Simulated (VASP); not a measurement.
# RbBr in VASP: further runs

The runs below take RbBr through single point, with PBE, r2SCAN.

Everything below comes from runs of VASP 6.6.1. Logs are shortened: lines on timing, memory, paths and dates and some standing lists are left out, and cuts for length are marked.

## 1. The cell of the first run

Symmetry: I4/mmm, No. 139, tetragonal system. The conventional cell has a = 4.894 Å, b = 4.894 Å, c = 7.191 Å, α = 90.00°, β = 90.00°, γ = 90.00°. Within 4.5 Å of Rb (site symmetry 4/mmm) lie 6 Br at 3.46 to 3.60 Å. Br (site symmetry 4/mmm) has 6 Rb at 3.46 to 3.60 Å within 4.5 Å.

## 2. Single point, PBE (uniaxial z strain +3.9%)

The input, INCAR:

```
SYSTEM = RbBr
  ALGO = Normal
  EDIFF = 1E-6
  ENCUT = 520
  GGA = PE
  ISIF = 2
  ISMEAR = -1
  LASPH = .TRUE.
  LCHARG = .FALSE.
  LREAL = .FALSE.
  LWAVE = .FALSE.
  NBANDS = 15
  NELM = 60
  PREC = Accurate
  SIGMA = 0.02
```

The input, KPOINTS:

```
k-points
0
G
  6 6 6
  0 0 0
```

The input, POSCAR:

```
RbBr
1.0
    0.0000000000      3.4608320474      3.5954584140
    3.4608320474      0.0000000000      3.5954584140
    3.4608320474      3.4608320474      0.0000000000
Rb Br
1 1
Direct
    0.0000000000      0.0000000000      0.0000000000
    0.5000000000      0.5000000000      0.5000000000
```

Potentials or basis: VASP PAW PBE potentials, release 64 (Rb_sv, Br).

Started as:

```
cat potpaw_PBE.64/Rb_sv/POTCAR potpaw_PBE.64/Br/POTCAR > POTCAR
mpirun -np 1 vasp_std > vasp.out
```

OUTCAR:

```text
SYSTEM = RbBr
   EDIFF = 1E-6
   ENCUT = 520
   GGA = PE
   ISIF = 2
   ISMEAR = -1
   LASPH = .TRUE.
   LREAL = .FALSE.
   NELM = 60
   PREC = Accurate

 ion  position               nearest neighbor table
   1  0.000  0.000  0.000-   2 3.46   2 3.46   2 3.46   2 3.46   2 3.60   2 3.60
   2  0.500  0.500  0.500-   1 3.46   1 3.46   1 3.46   1 3.46   1 3.60   1 3.60

  LATTYP: Found a body centered tetragonal cell.
 ALAT       =     4.8943556185
 C/A-ratio  =     1.4692264699

  Lattice vectors:

 A1 = (  -3.4608320474,   0.0000000000,   3.5954584140)
 A2 = (   3.4608320474,   0.0000000000,   3.5954584140)
 A3 = (   0.0000000000,   3.4608320474,  -3.5954584140)

Analysis of symmetry for initial positions (statically):
=====================================================================
 Subroutine PRICEL returns:
 Original cell was already a primitive cell.

 Routine SETGRP: Setting up the symmetry group for a
 body centered tetragonal supercell.

 Subroutine GETGRP returns: Found 16 space group operations
 (whereof 16 operations were pure point group operations)
 out of a pool of 16 trial point group operations.

The static configuration has the point symmetry D_4h.

Analysis of symmetry for dynamics (positions and initial velocities):
=====================================================================
 Subroutine PRICEL returns:
 Original cell was already a primitive cell.

 Routine SETGRP: Setting up the symmetry group for a
 body centered tetragonal supercell.

 Subroutine GETGRP returns: Found 16 space group operations
 (whereof 16 operations were pure point group operations)
 out of a pool of 16 trial point group operations.

The dynamic configuration has the point symmetry D_4h.

 Subroutine INISYM returns: Found 16 space group operations
 (whereof 16 operations are pure point group operations),
 and found     1 'primitive' translations

----------------------------------------------------------------------------------------

                                     Primitive cell

  volume of cell :      86.1282

  direct lattice vectors                    reciprocal lattice vectors
     0.000000000  3.460832047  3.595458414    -0.144473928  0.144473928  0.139064326
     3.460832047  0.000000000  3.595458414     0.144473928 -0.144473928  0.139064326
     3.460832047  3.460832047  0.000000000     0.144473928  0.144473928 -0.139064326

  length of vectors
     4.990458863  4.990458863  4.894355619     0.247152419  0.247152419  0.247152419

  position of ions in fractional coordinates (direct lattice)
     0.000000000  0.000000000  0.000000000
     0.500000000  0.500000000  0.500000000

  ion indices of the primitive-cell ions
   primitive index   ion index
                 1           1
                 2           2

----------------------------------------------------------------------------------------

 KPOINTS: k-points

Automatic generation of k-mesh.
 Grid dimensions read from file:
 generate k-points for:    6    6    6

 Generating k-lattice:

  Cartesian coordinates                     Fractional coordinates (reciprocal lattice)
    -0.024078988  0.024078988  0.023177388     0.166666667 -0.000000000  0.000000000
     0.024078988 -0.024078988  0.023177388    -0.000000000  0.166666667  0.000000000
     0.024078988  0.024078988 -0.023177388     0.000000000  0.000000000  0.166666667

  Length of vectors
     0.041192070  0.041192070  0.041192070

  Shift w.r.t. Gamma in fractional coordinates (k-lattice)
     0.000000000  0.000000000  0.000000000

 Subroutine IBZKPT returns following result:
 ===========================================

 Found     30 irreducible k-points:

 Following reciprocal coordinates:
            Coordinates               Weight
  0.000000  0.000000  0.000000      1.000000
  0.166667  0.000000  0.000000      8.000000
  0.333333  0.000000  0.000000      8.000000
  0.500000  0.000000  0.000000      4.000000
  0.166667  0.166667  0.000000      2.000000
  0.333333  0.166667  0.000000      8.000000
[... 16 lines left out ...]
  0.333333  0.000000  0.333333      4.000000
  0.500000 -0.000000  0.333333     16.000000
 [... further k-points ...]
   k-points           NKPTS =     30   k-points in BZ     NKDIM =     30   number of bands    NBANDS=     15
   number of dos      NEDOS =    301   number of ions     NIONS =      2
   total plane-waves  NPLWV =  57600
   dimension x,y,z NGX =    40 NGY =   40 NGZ =   36
   dimension x,y,z NGXF=    80 NGYF=   80 NGZF=   72
   ions per type =               1   1
   NGX,Y,Z   is equivalent  to a cutoff of  13.33, 13.33, 12.23 a.u.
   NGXF,Y,Z  is equivalent  to a cutoff of  26.65, 26.65, 24.46 a.u.
 SYSTEM =  RbBr
   PREC   = accura    normal or accurate (medium, high low for compatibility)
   ISTART =      0    job   : 0-new  1-cont  2-samecut
   ICHARG =      2    charge: 1-file 2-atom 10-const
   ISPIN  =      1    spin polarized calculation?
   LNONCOLLINEAR =      F non collinear calculations
   LSORBIT =      F    spin-orbit coupling
   LASPH  =      T    aspherical Exc in radial PAW
   ENCUT  =  520.0 eV  38.22 Ry    6.18 a.u.   9.28  9.28  9.10*2*pi/ulx,y,z
   NELM   =     60;   NELMIN=  2; NELMDL= -5     # of ELM steps
   EDIFF  = 0.1E-05   stopping-criterion for ELM
   LREAL  =      F    real-space projection
   EDIFFG = 0.1E-04   stopping-criterion for IOM
   NSW    =      0    number of steps for IOM
   IBRION =     -1    ionic relax: 0-MD 1-quasi-New 2-CG
   NFREE  =      0    steps in history (QN), initial steepest desc. (CG)
   ISIF   =      2    stress and relaxation
   ISYM   =      2    0-nonsym 1-usesym 2-fastsym
   POTIM  = 0.5000    time-step for ionic-motion
   TEBEG  =    0.0;   TEEND  =   0.0 temperature during run
   PSTRESS=    0.0 pullay stress
   NELECT =      16.0000    total number of electrons
   NUPDOWN=      -1.0000    fix difference up-down
   EMIN   =  10.00;   EMAX   =-10.00  energy-range for DOS
   EFERMI =   0.00;   METHOD = LEGACY
   ISMEAR =    -1;   SIGMA  =   0.02  broadening in eV -4-tet -1-fermi 0-gaus
   EFERMI_NEDOS =   21; number of points for ismear=-14 and -15
   IALGO  =     38    algorithm
   IMIX   =      4    mixing-type and parameters
     AMIX     =   0.40;   BMIX     =  1.00
     AMIX_MAG =   1.60;   BMIX_MAG =  1.00
  volume/ion in A,a.u.               =      43.06       290.61
  Fermi-wavevector in a.u.,A,eV,Ry     =   0.934114  1.765219 11.872013  0.872568
  Thomas-Fermi vector in A             =   2.060885
   LORBIT       =      0    0 simple, 1 ext, 2 COOP (PROOUT), +10 PAW based schemes
   GGA     = PE    functional components
   LHFCALC =     F    Hartree Fock is set to
   AEXX    =    0.0000 exact exchange contribution
   IVDW    =     0    specifies the selected vdW correction
   LEPSILON=     F    determine dielectric tensor
   LRPA    =     F    only Hartree local field effects (RPA)
 non-spin polarized calculation
  energy-cutoff  :      520.00
  volume of cell :       86.13
 maximum number of plane-waves:      2336
 NGX is ok and might be reduce to    40
   NGX = 19   NGY = 19   NGZ = 19

 number of electron      15.9999999 magnetization

 Free energy of the ion-electron system (eV)
  ---------------------------------------------------
  ext. energy  EPLUGINS =         0.00000000
  ---------------------------------------------------
  free energy    TOTEN  =        -6.10970223 eV

  energy without entropy =       -6.10970223  energy(sigma->0) =       -6.10970223

 E-fermi :  -1.5259     XC(G=0):  -6.9679

 val. band max:       -1.9854071701   @ k =   0.0000   0.0000   0.0000
 cond. band min:       2.1991637749   @ k =   0.0000   0.0000   0.0000
 fundamental gap:      4.1845709450
 Fermi energy:        -1.5258765250

 k-point     1 :       0.0000    0.0000    0.0000
  band No.  band energies     occupation
      1     -26.5534      2.00000
      2     -14.1145      2.00000
      3     -10.6278      2.00000
      4     -10.6249      2.00000
      5     -10.6249      2.00000
      6      -2.0122      2.00000
      7      -1.9854      2.00000
      8      -1.9854      2.00000
      9       2.1992      0.00000
     10       5.1192      0.00000
     11       5.3330      0.00000
     12       5.3330      0.00000
     13       6.0172      0.00000
     14       6.1929      0.00000
     15       8.8390      0.00000

 k-point     2 :       0.1667    0.0000    0.0000
  band No.  band energies     occupation
      1     -26.5518      2.00000
      2     -14.1222      2.00000
      3     -10.6315      2.00000
      4     -10.6250      2.00000
      5     -10.6156      2.00000
      6      -2.2635      2.00000
      7      -2.0804      2.00000
      8      -2.0688      2.00000
      9       2.7931      0.00000
     10       5.1096      0.00000
     11       5.5136      0.00000
     12       5.6324      0.00000
     13       6.3739      0.00000
     14       6.5690      0.00000
     15       9.7738      0.00000

 k-point     3 :       0.3333    0.0000    0.0000
  band No.  band energies     occupation
      1     -26.5485      2.00000
      2     -14.1376      2.00000
      3     -10.6394      2.00000
      4     -10.6251      2.00000
      5     -10.5965      2.00000
      6      -2.6950      2.00000
      7      -2.2260      2.00000
      8      -2.2245      2.00000
      9       4.0091      0.00000
     10       5.1844      0.00000
     11       6.3722      0.00000
     12       6.4661      0.00000
     13       7.2664      0.00000
     14       7.5131      0.00000
     15       9.1476      0.00000
[... 343 lines left out ...]
 k-point    23 :       0.3333    0.0000    0.3333
  band No.  band energies     occupation
      1     -26.5467      2.00000
      2     -14.0993      2.00000
      3     -10.6747      2.00000
      4     -10.6705      2.00000
      5     -10.6654      2.00000
      6      -2.5609      2.00000
      7      -2.1400      2.00000
      8      -2.1260      2.00000
      9       3.9498      0.00000
     10       4.1037      0.00000
     11       6.7864      0.00000
     12       7.4689      0.00000
     13       7.4961      0.00000
     14       7.5852      0.00000
     15       8.4523      0.00000

 k-point    24 :       0.5000   -0.0000    0.3333
  band No.  band energies     occupation
      1     -26.5452      2.00000
      2     -14.0876      2.00000
      3     -10.7275      2.00000
      4     -10.6726      2.00000
      5     -10.6666      2.00000
      6      -2.4825      2.00000
      7      -2.2686      2.00000
      8      -2.1942      2.00000
      9       4.0399      0.00000
     10       5.0064      0.00000
     11       6.6368      0.00000
     12       7.2329      0.00000
     13       7.3083      0.00000
     14       8.1374      0.00000
     15       8.6824      0.00000

 [... further k-points ...]
[... 5 lines left out ...]
  --------------------------------------------------------------------------------------
  -------------------------------------------------------------------------------------
  Total        0.2060523      0.2060523     -0.2383219      0.0000000      0.0000000     -0.0000000
  in kB        3.8330354      3.8330354     -4.4333206      0.0000000      0.0000000     -0.0000000
  external PRESSURE =       1.0775834 kB  Pullay stress =       0.0000000 kB

 VOLUME and BASIS-vectors are now :
 -----------------------------------------------------------------------------
  energy-cutoff  :      520.00
  volume of cell :       86.13
      direct lattice vectors                 reciprocal lattice vectors
     0.000000000  3.460832047  3.595458414    -0.144473928  0.144473928  0.139064326
     3.460832047  0.000000000  3.595458414     0.144473928 -0.144473928  0.139064326
     3.460832047  3.460832047  0.000000000     0.144473928  0.144473928 -0.139064326

 POSITION                                       TOTAL-FORCE (eV/Angst)
 -----------------------------------------------------------------------------------
      0.00000      0.00000      0.00000        -0.000000      0.000000     -0.000000
      3.46083      3.46083      3.59546         0.000000      0.000000      0.000000
 -----------------------------------------------------------------------------------
    total drift:                                0.000000     -0.000000     -0.000000

  FREE ENERGIE OF THE ION-ELECTRON SYSTEM (eV)
  ---------------------------------------------------
  free  energy   TOTEN  =        -6.1097022311 eV

  energy  without entropy=       -6.1097022311  energy(sigma->0) =       -6.10970223
```

Run time: 35 s. Hardware: 1 thread of Intel Xeon Platinum 8375C at 2.90GHz (Ice Lake), shared host; peak memory 0.24 GiB.

What came out:

```yaml
Free_energy: -6.1097 eV
Pressure: 0.1 GPa
Band_gap_on_the_k_mesh: 4.18 eV, direct
```

Stress tensor (GPa, compression positive):
```
 0.38  0.00  0.00
 0.00  0.38  0.00
 0.00  0.00 -0.44
```

Levels at points of the mesh, in eV from the valence-band top:
```tsv
k point	band 4	band 5	band 6	band 7	band 8	band 9	band 10	band 11	band 12	band 13
(0.00, 0.00, 0.00)	-8.64	-8.64	-0.03	0.00	0.00	4.18	7.10	7.32	7.32	8.00
(0.50, 0.00, 0.00)	-8.64	-8.60	-0.89	-0.32	-0.31	6.63	7.46	9.25	9.30	9.81
(0.50, 0.50, 0.00)	-8.69	-8.69	-0.50	-0.14	-0.14	5.69	6.83	8.73	9.01	9.15
(0.50, 0.00, 0.50)	-8.71	-8.69	-0.44	-0.18	-0.17	5.65	6.88	8.90	9.09	9.18
```

Caveat: the cell differs from its parent crystal (uniaxial z strain +3.9%).

## 3. Single point, PBE (shear xy strain -4.0%)

The input, INCAR:

```
SYSTEM = RbBr
PREC = Accurate
ENCUT = 520
EDIFF = 1E-7
ISMEAR = -1
SIGMA = 0.02
LREAL = .FALSE.
LASPH = .TRUE.
NELM = 80
ALGO = Normal
ISIF = 2
LWAVE = .FALSE.
LCHARG = .TRUE.
GGA = PE
LELF = .TRUE.
LVHAR = .TRUE.
NBANDS = 15
```

The input, KPOINTS:

```
Automatic mesh
0
G
  6 6 6
  0 0 0
```

The input, POSCAR:

```
RbBr
1.0
   -0.0688705577      3.4608320474      3.4608320474
    3.4608320474     -0.0688705577      3.4608320474
    3.3919614897      3.3919614897      0.0000000000
Rb Br
1 1
Direct
    0.0000000000      0.0000000000      0.0000000000
    0.5000000000      0.5000000000      0.5000000000
```

Potentials or basis: VASP PAW PBE potentials, release 64 (Rb_sv, Br).

Started as:

```
cat potpaw_PBE.64/Rb_sv/POTCAR potpaw_PBE.64/Br/POTCAR > POTCAR
mpirun -np 1 vasp_std > vasp.out
```

It took 45 s on 1 thread of Intel Xeon Platinum 8375C at 2.90GHz (Ice Lake), shared host; peak memory 0.23 GiB.

Results (log left out):

* Free energy: -6.1076 eV
* Pressure: 0.6 GPa
* Band gap on the k mesh: 4.25 eV, direct

Stress tensor (GPa, compression positive):
```
0.57 0.16 0.00
0.16 0.57 0.00
0.00 0.00 0.56
```

Levels at points of the mesh, in eV from the valence-band top:
| k point | band 6 | band 7 | band 8 | band 9 | band 10 | band 11 |
| --- | --- | --- | --- | --- | --- | --- |
| (0.00, 0.00, 0.00) | -0.06 | -0.03 | 0.00 | 4.25 | 7.09 | 7.24 |
| (0.50, 0.00, 0.00) | -0.98 | -0.36 | -0.31 | 6.70 | 7.51 | 9.22 |
| (0.50, 0.50, 0.00) | -0.50 | -0.23 | -0.15 | 5.60 | 6.99 | 9.02 |
| (0.00, 0.00, 0.50) | -0.97 | -0.41 | -0.37 | 6.71 | 7.63 | 9.30 |
| (0.50, 0.00, 0.50) | -0.50 | -0.19 | -0.19 | 5.60 | 6.98 | 9.02 |

Caveat: the cell differs from its parent crystal (shear xy strain -4.0%).

## 4. Single point, r2SCAN (uniaxial y strain -2.0%)

The input, POSCAR:

```
RbBr
1.0
    0.0000000000      3.3909232400      3.4608320474
    3.4608320474      0.0000000000      3.4608320474
    3.4608320474      3.3909232400      0.0000000000
Rb Br
1 1
Direct
    0.0000000000      0.0000000000      0.0000000000
    0.5000000000      0.5000000000      0.5000000000
```

The input, INCAR.step1:

```
ALGO     = Normal         # electronic algorithm
EDIFF    = 1E-4           # SCF threshold, eV
ENCUT    = 520            # plane-wave cutoff, eV
GGA      = PE             # functional
ISMEAR   = 0              # smearing method
LASPH    = True           # aspherical terms in the spheres
LCHARG   = False          # write CHGCAR
LREAL    = False          # projectors in reciprocal space
LWAVE    = True           # write WAVECAR
NBANDS   = 15             # bands
NELM     = 100            # most SCF steps
PREC     = Accurate       # precision mode
SIGMA    = 0.01           # smearing width, eV
```

The input, INCAR.step2:

```
ALGO     = Normal         # electronic algorithm
EDIFF    = 1E-7           # SCF threshold, eV
ENCUT    = 520            # plane-wave cutoff, eV
ISIF     = 2              # what is computed and relaxed
ISMEAR   = 0              # smearing method
ISTART   = 1            
LASPH    = True           # aspherical terms in the spheres
LCHARG   = True           # write CHGCAR
LELF     = True           # ELF
LMIXTAU  = True         
LREAL    = False          # projectors in reciprocal space
LVHAR    = True         
LWAVE    = False          # write WAVECAR
METAGGA  = R2SCAN         # meta-GGA
NBANDS   = 15             # bands
NELM     = 100            # most SCF steps
PREC     = Accurate       # precision mode
SIGMA    = 0.01           # smearing width, eV
```

The input, KPOINTS:

```
k-points
0
Gamma
  6 6 6
```

Started as:

```
cat potpaw_PBE.64/Rb_sv/POTCAR potpaw_PBE.64/Br/POTCAR > POTCAR
cp INCAR.step1 INCAR
mpirun -np 1 vasp_std > vasp.out
cp INCAR.step2 INCAR
mpirun -np 1 vasp_std > vasp.out
```

Wall time 2 min (1 thread of Intel Xeon Platinum 8259CL at 2.50GHz (Skylake/Cascade Lake), shared host); peak memory 0.23 GiB.

Results (log left out):

```
Free energy            : -31.1511 eV
Pressure               : 0.4 GPa
Band gap on the k mesh : 4.93 eV, direct
```

Stress tensor (GPa, compression positive):
```
0.12 0.00 0.00
0.00 0.86 0.00
0.00 0.00 0.12
```

Levels at points of the mesh, in eV from the valence-band top:
```csv
k point,band 6,band 7,band 8,band 9,band 10,band 11
"(0.00, 0.00, 0.00)",-0.03,-0.03,0.00,4.93,7.82,7.82
"(0.50, 0.00, 0.00)",-0.97,-0.36,-0.36,7.25,8.23,10.17
"(0.50, 0.50, 0.00)",-0.51,-0.18,-0.16,6.07,7.89,9.63
"(0.50, 0.00, 0.50)",-0.47,-0.19,-0.19,6.03,7.92,9.70
```

Caveat: the cell differs from its parent crystal (uniaxial y strain -2.0%); the PAW data sets were made with another functional, which shifts forces and pressure a little.

## 5. The runs side by side

| level | cell | smearing | gap on the mesh (eV) | pressure (GPa) |
| --- | --- | --- | --- | --- |
| PBE | a = 4.990, b = 4.990, c = 4.894 Å, angles 60.6, 60.6, 58.7°, 2 atoms | fermi-dirac 0.02 eV | 4.18 | 0.1 |
| PBE | a = 4.895, b = 4.895, c = 4.797 Å, angles 60.7, 60.7, 61.3°, 2 atoms | fermi-dirac 0.02 eV | 4.25 | 0.6 |
| r2SCAN | a = 4.845, b = 4.894 Å, angles 59.7, 60.7, 59.7°, 2 atoms | gaussian 0.01 eV | 4.93 | 0.4 |

Alike in all rows: task single point; potentials or basis VASP PAW PBE potentials, release 64 (Rb_sv, Br); no spin polarisation; k mesh 6 × 6 × 6; cutoff (eV) 520.

Caveats: the PAW data sets were made with another functional, which shifts forces and pressure a little (some runs).

Total energies depend on the potentials used, so only differences within one code and one set of settings carry meaning.
